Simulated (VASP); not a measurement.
Here is a VASP 6.6.1 calculation.

Contents of INCAR:

```
PREC     = Accurate       # precision mode
ENCUT    = 600            # plane-wave cutoff, eV
EDIFF    = 1E-7           # SCF threshold, eV
ISMEAR   = 0              # smearing method
SIGMA    = 0.01           # smearing width, eV
LREAL    = False          # projectors in reciprocal space
LASPH    = True           # aspherical terms in the spheres
NELM     = 120            # most SCF steps
ALGO     = Normal         # electronic algorithm
ISIF     = 3              # what is computed and relaxed
LWAVE    = False          # write WAVECAR
LCHARG   = False          # write CHGCAR
IBRION   = 2              # ionic algorithm
NSW      = 100            # ionic steps
EDIFFG   = -0.002         # ionic threshold
PSTRESS  = -20.0        
GGA_COMPAT= False        
NELMIN   = 4
```

File KPOINTS:

```
regular mesh
0
Gamma
  10 10 4
```

The input POSCAR:

```
BN
1.0
    2.4889407239      0.0000000000      0.0000000000
   -1.2444703619      2.1554858954      0.0000000000
    0.0000000000      0.0000000000      6.4943198019
B N
2 2
Direct
    0.3333333333      0.6666666667      0.2500000000
    0.6666666667      0.3333333333      0.7500000000
    0.3333333333      0.6666666667      0.7500000000
    0.6666666667      0.3333333333      0.2500000000
```

Potentials or basis: VASP PAW LDA potentials, release 64 (B, N).

Launch:

```bash
$ cat potpaw_LDA.64/B/POTCAR potpaw_LDA.64/N/POTCAR > POTCAR
$ mpirun -np 1 vasp_std > vasp.out
```

Question: What does it give for the relaxed volume?

Answer: 10.23 Å³/atom.

Question: Predict the relaxed cell.

Answer: a = 2.495 Å, b = 2.495 Å, c = 7.594 Å, α = 90.00°, β = 90.00°, γ = 120.00°.

The path:
```csv
step,energy change (eV),largest force (eV/Å),pressure (GPa),volume (Å³)
1,0.0000,0.0000,0.29,34.84
2,0.0097,0.0000,-4.68,35.47
3,0.0014,0.0000,-1.83,35.10
4,0.0017,0.0000,-1.85,35.27
5,0.0035,0.0000,-1.87,35.78
6,0.0096,0.0000,-1.87,36.79
7,0.0277,0.0000,-1.74,38.81
8,0.0796,0.0000,-1.67,42.84
9,0.0419,0.0000,-1.66,40.11
10,0.0508,0.0000,-1.62,40.85
11,0.1006,0.0000,-8.61,42.51
12,0.0518,0.0000,-2.01,40.94
```

Caveat: the cell is relaxed towards a set pressure, so the enthalpy falls and the energy may rise; the volume moved by over 15 % at a fixed basis, so the end points are rough.
